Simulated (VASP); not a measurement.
Here is a VASP 6.6.1 calculation.

INCAR

```
SYSTEM = C
ALGO = Normal
EDIFF = 1E-7
ENCUT = 520
GGA = CA
ISIF = 2
ISMEAR = -1
LASPH = .TRUE.
LCHARG = .FALSE.
LREAL = .FALSE.
LWAVE = .FALSE.
NBANDS = 11
NELM = 100
PREC = Accurate
SIGMA = 0.05
```

Contents of KPOINTS:

```
k-points
0
G
  13 13 8
  0 0 0
```

Contents of POSCAR:

```
C
1.0
    2.1553145742     -1.2444459046      0.0000000000
    2.1553145742      1.2444459046      0.0000000000
   -1.3972173651      0.0000000000      3.5489252341
C
2
Direct
    0.1666444700      0.1666444700      0.9999069600
    0.8333555300      0.8333555300      0.0000930400
```

Potentials or basis: VASP PAW LDA potentials, release 64 (C).

Run with:

```sh
$ cat potpaw_LDA.64/C/POTCAR > POTCAR
$ mpirun -np 1 vasp_std > vasp.out
```

What does it give for the band gap on the k mesh?

0.89 eV, indirect (least direct gap 0.90 eV).

Predict the largest force.

0.004 eV/Å.

Estimate the pressure.

-13.0 GPa.

Forces in eV/Å, atoms in the order of the input:
```
C   -0.002  0.000  0.003
C    0.002  0.000 -0.003
```

A k mesh can miss the band edges.
